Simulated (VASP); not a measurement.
# BaZr2O5 (P1) in VASP: a series of runs

Runs on BaZr2O5. Level: PBE. Tasks: relaxation of cell and atoms.

All numbers are computed with VASP 6.6.1; they aren't measurements. Logs are shortened: lines on timing, memory, paths and dates and some standing lists are left out, and cuts for length are marked.

## Step 1: The cell of the first run

The typed cell holds 8 atoms: a = 4.074 Å, b = 4.332 Å, c = 7.231 Å, α = 107.26°, β = 91.94°, γ = 88.83°.

## Step 2: Relaxation of cell and atoms, PBE

Input file INCAR:

```
PREC = Accurate
ENCUT = 600
EDIFF = 1E-7
ISMEAR = 0
SIGMA = 0.1
LREAL = F
LASPH = T
NELM = 80
ALGO = Normal
ISIF = 3
LWAVE = F
LCHARG = F
GGA = PE
IBRION = 2
NSW = 80
EDIFFG = -0.025
```

Input file KPOINTS:

```
regular mesh
0
Gamma
  4 4 4
```

Input file POSCAR:

```
BaZr2O5
1.0
   -0.0424614145      0.0604019341      4.0729830013
   -4.3315234206     -0.0066707437      0.0433934619
    2.1551195194     -6.9010533091     -0.1201743362
Ba Zr O
1 2 5
Direct
    0.5017754008      0.4839737777      0.9943284480
   -0.0071919201      0.1512525861      0.3151809309
    0.0181636731      0.8456977659      0.6849665854
    0.0097392194      0.9943610576      1.0099157120
    0.4991757368      0.1465101704      0.2717490417
    0.5116814209      0.8532471542      0.7349524346
   -0.0149415425      0.7091001626      0.3540919000
   -0.0184019883      0.3158573255      0.6348149476
```

Potentials or basis: VASP PAW PBE potentials, release 64 (Ba_sv, Zr_sv, O).

Launch:

```sh
$ cat potpaw_PBE.64/Ba_sv/POTCAR potpaw_PBE.64/Zr_sv/POTCAR potpaw_PBE.64/O/POTCAR > POTCAR
$ mpirun -np 1 vasp_std > vasp.out
```

OUTCAR:

```text
PREC = Accurate
   ENCUT = 600
   EDIFF = 1E-7
   ISMEAR = 0
   LREAL = F
   LASPH = T
   NELM = 80
   ISIF = 3
   GGA = PE
   IBRION = 2
   NSW = 80
   EDIFFG = -0.025

 ion  position               nearest neighbor table
   1  0.502  0.484  0.994-   6 2.80   5 2.81   6 2.82   4 2.93   4 2.96   5 2.97   4 2.98   4 3.03
                             7 3.13   8 3.20   8 3.22   7 3.31   3 3.58   3 3.60   2 3.61   3 3.67
   2  0.993  0.151  0.315-   7 2.02   5 2.02   5 2.10   4 2.11   8 2.21   7 2.35   3 3.31   3 3.38
                             1 3.61   1 3.70   1 3.76   1 3.77
   3  0.018  0.846  0.685-   6 2.03   6 2.10   8 2.17   8 2.22   4 2.25   7 2.29   2 3.31   2 3.38
                             1 3.58   1 3.60   1 3.67   1 3.80
   4  0.010  0.994  0.010-   2 2.11   3 2.25   1 2.93   1 2.96   1 2.98   1 3.03
   5  0.499  0.147  0.272-   2 2.02   2 2.10   1 2.81   1 2.97
   6  0.512  0.853  0.735-   3 2.03   3 2.10   1 2.80   1 2.82
   7  0.985  0.709  0.354-   2 2.02   3 2.29   2 2.35   1 3.13   1 3.31
   8  0.982  0.316  0.635-   3 2.17   2 2.21   3 2.22   1 3.20   1 3.22

  LATTYP: Found a triclinic cell.
 ALAT       =     9.4676186031
 B/A-ratio  =     1.5327628942
 C/A-ratio  =     0.4575327854
 COS(alpha) =     0.0029350403
 COS(beta)  =     0.6841563301
 COS(gamma) =     0.7020519497

  Lattice vectors:

 A1 = (   6.4866429400,  -6.8943825654,  -0.1635677981)
 A2 = (   0.0211770327, -13.8691792960,  -4.2699382118)
 A3 = (   4.3315234206,   0.0066707437,  -0.0433934619)

Analysis of symmetry for initial positions (statically):
=====================================================================
 Subroutine PRICEL returns:
 Original cell was already a primitive cell.

 Routine SETGRP: Setting up the symmetry group for a
 triclinic supercell.

 Subroutine GETGRP returns: Found  1 space group operations
 (whereof  1 operations were pure point group operations)
 out of a pool of  2 trial point group operations.

The static configuration has the point symmetry C_1 .

Analysis of symmetry for dynamics (positions and initial velocities):
=====================================================================
 Subroutine PRICEL returns:
 Original cell was already a primitive cell.

 Routine SETGRP: Setting up the symmetry group for a
 triclinic supercell.

 Subroutine GETGRP returns: Found  1 space group operations
 (whereof  1 operations were pure point group operations)
 out of a pool of  2 trial point group operations.

The dynamic configuration has the point symmetry C_1 .

[... 128 lines left out ...]
   IMIX   =      4    mixing-type and parameters
     AMIX     =   0.40;   BMIX     =  1.00
     AMIX_MAG =   1.60;   BMIX_MAG =  1.00
  volume/ion in A,a.u.               =      15.22       102.72
  Fermi-wavevector in a.u.,A,eV,Ry     =   1.321158  2.496627 23.748410  1.745459
  Thomas-Fermi vector in A             =   2.450932
   LORBIT       =      0    0 simple, 1 ext, 2 COOP (PROOUT), +10 PAW based schemes
   GGA     = PE    functional components
   LHFCALC =     F    Hartree Fock is set to
   AEXX    =    0.0000 exact exchange contribution
   IVDW    =     0    specifies the selected vdW correction
   LEPSILON=     F    determine dielectric tensor
   LRPA    =     F    only Hartree local field effects (RPA)
 conjugate gradient relaxation of ions
 non-spin polarized calculation
 Gauss-broadening in eV      SIGMA  =   0.10
  energy-cutoff  :      600.00
  volume of cell :      121.77
 maximum number of plane-waves:      4086
 NGX is ok and might be reduce to    36
   NGX = 17   NGY = 17   NGZ = 29

--------------------------------------- Ionic step        1  -------------------------------------------

 number of electron      64.0000002 magnetization

 Free energy of the ion-electron system (eV)
  ---------------------------------------------------
  ext. energy  EPLUGINS =         0.00000000
  ---------------------------------------------------
  free energy    TOTEN  =       -69.38897799 eV

  energy without entropy =      -69.38897799  energy(sigma->0) =      -69.38897799

------------------------ aborting loop because EDIFF is reached ----------------------------------------

  FORCE on cell =-STRESS in cart. coord.  units (eV):
  Direction    XX          YY          ZZ          XY          YZ          ZX
  --------------------------------------------------------------------------------------
  -------------------------------------------------------------------------------------
  Total       -4.7739665     -4.4866576      0.9186061      0.5190944     -2.0450648      0.9907357
  in kB      -62.8130562    -59.0328142     12.0864816      6.8299400    -26.9077648     13.0355206
  external PRESSURE =     -36.5864629 kB  Pullay stress =       0.0000000 kB
[... 107 lines left out ...]
  FREE ENERGIE OF THE ION-ELECTRON SYSTEM (eV)
  ---------------------------------------------------
  free  energy   TOTEN  =       -69.7428026980 eV

  energy  without entropy=      -69.7428026980  energy(sigma->0) =      -69.74280270

[... ionic steps 4 to 15 ...]

--------------------------------------- Ionic step       16  -------------------------------------------

 number of electron      63.9999995 magnetization

------------------------ aborting loop because EDIFF is reached ----------------------------------------
[... 79 lines left out ...]
--------------------------------------- Ionic step       18  -------------------------------------------

 number of electron      63.9999993 magnetization

 Free energy of the ion-electron system (eV)
  ---------------------------------------------------
  ext. energy  EPLUGINS =         0.00000000
  ---------------------------------------------------
  free energy    TOTEN  =       -69.84877436 eV

  energy without entropy =      -69.84877436  energy(sigma->0) =      -69.84877436

 E-fermi :   4.4498     XC(G=0): -10.4925

 val. band max:        3.9688744636   @ k =   0.5000   0.5000   0.5000
 cond. band min:       6.7393095709   @ k =   0.0000  -0.0000   0.5000
 fundamental gap:      2.7704351073
 Fermi energy:         4.4498344974

 k-point     1 :       0.0000    0.0000    0.0000
  band No.  band energies     occupation
      1     -43.8121      2.00000
      2     -43.7651      2.00000
      3     -22.2672      2.00000
      4     -22.0513      2.00000
      5     -21.8750      2.00000
      6     -21.8166      2.00000
[... 973 lines left out ...]
     37       8.9644      0.00000
     38       9.3237      0.00000

 [... further k-points ...]
[... 5 lines left out ...]
  --------------------------------------------------------------------------------------
  -------------------------------------------------------------------------------------
  Total       -0.0186312      0.0385896      0.0093233     -0.0209593      0.0133943     -0.0085475
  in kB       -0.2540659      0.5262314      0.1271384     -0.2858138      0.1826529     -0.1165595
  external PRESSURE =       0.1331013 kB  Pullay stress =       0.0000000 kB
[... 23 lines left out ...]
  FREE ENERGIE OF THE ION-ELECTRON SYSTEM (eV)
  ---------------------------------------------------
  free  energy   TOTEN  =       -69.8487743589 eV

  energy  without entropy=      -69.8487743589  energy(sigma->0) =      -69.84877436

 reached required accuracy - stopping structural energy minimisation
```

OSZICAR:

```text
N       E                     dE             d eps       ncg     rms          rms(c)
DAV:   1     0.609772628575E+03    0.60977E+03   -0.37024E+04  2736   0.183E+03
DAV:   2    -0.340555013888E+02   -0.64383E+03   -0.62530E+03  3540   0.439E+02
DAV:   3    -0.809835775458E+02   -0.46928E+02   -0.46704E+02  3762   0.118E+02
[... 201 lines left out ...]
DAV:   4    -0.698487728875E+02    0.20766E-05   -0.13597E-05  3896   0.210E-02    0.601E-03
DAV:   5    -0.698487733882E+02   -0.50064E-06   -0.14494E-06  3778   0.677E-03    0.386E-03
DAV:   6    -0.698487741532E+02   -0.76497E-06   -0.34178E-07  2588   0.388E-03    0.911E-04
DAV:   7    -0.698487742992E+02   -0.14602E-06   -0.60142E-08  1968   0.176E-03    0.354E-04
DAV:   8    -0.698487743589E+02   -0.59687E-07   -0.29972E-08  1812   0.103E-03
  18 F= -.69848774E+02 E0= -.69848774E+02  d E =-.112428E-03
```

CONTCAR:

```text
BaZr2O5
   1.00000000000000
     0.0009035788287363   -0.0075113876477230    4.1293689544136978
    -4.2313461133265573   -0.0009375160027340    0.0000558651709785
     2.1147295118590543   -6.7237759336634086    0.0120249309712457
  Ba              Zr              O
     1     2     5
Direct
     0.4995377080066778    0.5005232862768304    0.0000021446910623
     0.9970615934306095    0.1575636013941710    0.3149220739789689
     0.0032348718245064    0.8426434373075423    0.6851845613846936
     0.9998615237489905    0.9974229134494491    0.0001358509855503
     0.4984767142030264    0.1405606593665374    0.2783358497822034
     0.5014897534104356    0.8610932573340941    0.7215076965220526
     0.9993203218342449    0.6787768980979996    0.3569850818841027
     0.0010175136415043    0.3214159467733758    0.6429267409713555

  0.00000000E+00  0.00000000E+00  0.00000000E+00
  0.00000000E+00  0.00000000E+00  0.00000000E+00
  0.00000000E+00  0.00000000E+00  0.00000000E+00
  0.00000000E+00  0.00000000E+00  0.00000000E+00
  0.00000000E+00  0.00000000E+00  0.00000000E+00
  0.00000000E+00  0.00000000E+00  0.00000000E+00
  0.00000000E+00  0.00000000E+00  0.00000000E+00
  0.00000000E+00  0.00000000E+00  0.00000000E+00
```

Run time: 19 min. Hardware: 1 thread of Intel Xeon 6975P-C (Granite Rapids), shared host; peak memory 0.42 GiB.

Results:

| Item | Value |
| --- | --- |
| Free energy | -69.8488 eV |
| Relaxed volume | 14.69 Å³/atom |
| Relaxed cell | a = 4.129 Å, b = 4.231 Å, c = 7.049 Å, α = 107.45°, β = 89.80°, γ = 90.01° |
| Space group after relaxing (to 0.1 Å) | Cmmm (No. 65) |
| Energy gained by relaxing | 57.5 meV/atom |
| Ionic steps | 18 |
| Pressure after relaxing | 0.0 GPa |
| Largest force after relaxing | 0.024 eV/Å |
| Band gap on the k mesh | 2.77 eV (least direct gap 2.99 eV) |

Forces in eV/Å, atoms in the order of the input:
```
Ba  -0.004 -0.005  0.009
Zr   0.004  0.001  0.003
Zr   0.008  0.006 -0.014
O   -0.013  0.020  0.003
O    0.005  0.002  0.006
O   -0.005 -0.010 -0.003
O    0.004 -0.014  0.001
O    0.000 -0.001 -0.006
```

Step by step:
```csv
step,energy change (eV),largest force (eV/Å),pressure (GPa),volume (Å³)
1,0.0000,1.6412,-3.66,121.77
2,-0.3538,0.8026,3.16,115.68
3,-0.3538,0.7907,3.31,115.57
4,-0.4179,0.5027,-1.68,118.94
5,-0.4237,0.3949,-0.64,118.15
6,-0.4434,0.2041,-0.05,117.70
7,-0.4456,0.2474,0.24,117.49
8,-0.4528,0.1288,-0.15,117.69
9,-0.4530,0.1389,-0.21,117.72
10,-0.4572,0.0807,0.11,117.48
11,-0.4573,0.0750,0.16,117.44
12,-0.4583,0.0602,-0.18,117.67
13,-0.4584,0.0532,-0.35,117.79
14,-0.4591,0.0420,-0.19,117.66
15,-0.4594,0.0364,0.06,117.46
16,-0.4596,0.0265,0.02,117.48
17,-0.4597,0.0314,-0.04,117.52
18,-0.4598,0.0239,0.01,117.49
```

Final structure:
```
Ba Zr O
1.0
     0.00090   -0.00751    4.12937
    -4.23135   -0.00094    0.00006
     2.11473   -6.72378    0.01202
Ba Zr O
1 2 5
Cartesian
  -2.1174 -0.0042 2.0628
  0.0002 -2.1251 4.1210
  -2.1165 -4.6078 0.0216
  -4.2193 -0.0094 4.1289
  -0.0057 -1.8753 2.0617
  -2.1173 -4.8558 2.0796
  -2.1163 -2.4084 4.1309
  -0.0004 -4.3232 0.0120
```

Levels at points of the mesh, in eV from the valence-band top:
| k point | band 30 | band 31 | band 32 | band 33 | band 34 | band 35 |
| --- | --- | --- | --- | --- | --- | --- |
| (0.00, 0.00, 0.00) | -0.61 | -0.49 | -0.23 | 2.96 | 3.03 | 3.38 |
| (0.50, 0.00, 0.00) | -1.53 | -1.20 | -0.12 | 3.03 | 4.82 | 5.05 |
| (0.00, 0.50, 0.00) | -0.75 | -0.68 | -0.33 | 4.12 | 4.39 | 4.45 |
| (0.50, 0.50, 0.00) | -0.40 | -0.36 | 0.00 | 3.85 | 5.30 | 5.42 |
| (0.00, 0.00, 0.50) | -0.93 | -0.80 | -0.22 | 2.77 | 3.57 | 3.66 |
| (0.50, 0.00, 0.50) | -1.54 | -0.85 | -0.01 | 4.00 | 4.22 | 5.07 |
| (0.00, 0.50, 0.50) | -0.74 | -0.68 | -0.33 | 4.11 | 4.39 | 4.46 |
| (0.50, 0.50, 0.50) | -0.40 | -0.37 | 0.00 | 3.84 | 5.30 | 5.42 |

Caveat: spin-orbit coupling is left out, which moves the levels of the heavy elements.

## Step 3: Relaxation of cell and atoms, PBE

This run uses another cell than the first one, of 17.56 Å³/atom.

Input file INCAR:

```
PREC = Accurate ; ENCUT = 600
EDIFF = 1E-6 ; ISMEAR = 0
SIGMA = 0.1 ; LREAL = False
LASPH = True ; NELM = 60
ALGO = Normal ; ISIF = 3
LWAVE = False ; LCHARG = False
GGA = PE ; IBRION = 2
NSW = 80 ; EDIFFG = -0.025
```

Input file KPOINTS:

```
regular mesh
0
Gamma
  4 4 2
```

Input file POSCAR:

```
BaZr2O5
1.0
    3.9433960473      0.0025502981     -0.0117508100
    0.0025502981      3.9880884098     -0.0439288511
   -0.0264934870     -0.0990424019      8.9317134402
Ba Zr O
1 2 5
Direct
   -0.0118926962     -0.0286371363      0.0033140458
    0.5062950743      0.4974059256      0.2813435230
    0.5191266030      0.5253074989      0.7146306204
    0.0093349195      0.4885931890      0.2063397104
    0.5018595138     -0.0025332879      0.2150879702
    0.0001288121      0.5091610113      0.7962977320
    0.4783195206      0.0197934015      0.7855435743
    0.4968282530      0.4909093978      0.4974428239
```

Potentials or basis: VASP PAW PBE potentials, release 64 (Ba_sv, Zr_sv, O).

Launch:

```sh
$ cat potpaw_PBE.64/Ba_sv/POTCAR potpaw_PBE.64/Zr_sv/POTCAR potpaw_PBE.64/O/POTCAR > POTCAR
$ mpirun -np 1 vasp_std > vasp.out
```

It took 25 min on 1 thread of Oxide Virtual Turin-like, shared host; peak memory 0.32 GiB.

Results (log left out):

```
Free energy                           : -69.2251 eV
Relaxed volume                        : 17.82 Å³/atom
Relaxed cell                          : a = 3.978 Å, b = 3.978 Å, c = 9.007 Å, α = 89.80°, β = 90.10°, γ = 90.00°
Space group after relaxing (to 0.1 Å) : P4/mmm (No. 123)
Energy gained by relaxing             : 26.8 meV/atom
Ionic steps                           : 21
Pressure after relaxing               : 0.1 GPa
Largest force after relaxing          : 0.022 eV/Å
Band gap on the k mesh                : 1.53 eV
```

Forces in eV/Å, atoms in the order of the input:
```
Ba   0.001  0.009 -0.003
Zr  -0.003  0.008 -0.020
Zr  -0.003 -0.018 -0.004
O   -0.006  0.008  0.000
O   -0.002  0.008  0.016
O    0.005 -0.010  0.009
O    0.007 -0.007 -0.008
O    0.001  0.001  0.010
```

Stress tensor (GPa, compression positive):
```
 0.15  0.00  0.02
 0.00  0.04 -0.01
 0.02 -0.01  0.05
```

The path:
```csv
step,energy change (eV),largest force (eV/Å),pressure (GPa),volume (Å³)
1,0.0000,1.0084,2.76,140.45
2,-0.0946,0.5421,-3.18,146.67
3,-0.1015,0.5778,-2.04,145.33
4,-0.1810,0.3420,-0.70,143.59
5,-0.1903,0.5671,0.01,142.75
6,-0.1937,0.6999,0.37,142.17
7,-0.2006,0.2358,0.18,142.44
8,-0.2082,0.0815,-0.04,142.65
9,-0.2085,0.0742,-0.09,142.70
10,-0.2096,0.0632,0.08,142.52
11,-0.2103,0.0887,0.34,142.24
12,-0.2108,0.0744,0.26,142.33
13,-0.2116,0.0833,0.02,142.60
14,-0.2120,0.0568,-0.05,142.67
15,-0.2124,0.0855,-0.18,142.81
16,-0.2127,0.0765,-0.15,142.78
17,-0.2134,0.0467,-0.07,142.68
18,-0.2132,0.0925,0.10,142.48
19,-0.2135,0.0473,0.00,142.60
20,-0.2137,0.0361,0.02,142.58
21,-0.2140,0.0220,0.08,142.52
```

Final structure:
```
CELL_PARAMETERS angstrom
3.97841 -0.00011 -0.00344
-0.00002 3.97754 0.00699
-0.00763 0.01584 9.00652
ATOMIC_POSITIONS crystal
Ba 0.99993 0.99965 0.00007
Zr 0.50112 0.49737 0.28245
Zr 0.49911 0.50292 0.71763
O 0.00117 0.49720 0.20728
O 0.50111 0.99725 0.20683
O 0.99886 0.50278 0.79262
O 0.49870 0.00279 0.79313
O 0.49999 0.50002 0.49999
```

Levels at points of the mesh, in eV from the valence-band top:
```tsv
k point	band 29	band 30	band 31	band 32	band 33	band 34	band 35	band 36
(0.00, 0.00, 0.00)	-1.06	-1.06	-0.69	-0.69	2.74	3.44	3.54	4.65
(0.50, 0.00, 0.00)	-1.85	-1.77	-1.68	-1.13	3.56	3.78	4.85	4.88
(0.00, 0.50, 0.00)	-1.85	-1.76	-1.68	-1.13	3.56	3.77	4.85	4.86
(0.50, 0.50, 0.00)	-1.22	-1.22	-0.09	0.00	1.53	3.84	3.85	4.86
(0.00, 0.00, 0.50)	-0.90	-0.89	-0.77	-0.76	3.11	3.48	3.50	4.42
(0.50, 0.00, 0.50)	-1.87	-1.62	-1.51	-1.05	3.58	4.28	4.77	4.84
(0.00, 0.50, 0.50)	-1.86	-1.62	-1.52	-1.04	3.57	4.28	4.76	4.83
(0.50, 0.50, 0.50)	-1.51	-1.51	-0.09	0.00	2.04	3.85	3.86	4.13
```

Caveat: spin-orbit coupling is left out, which moves the levels of the heavy elements.
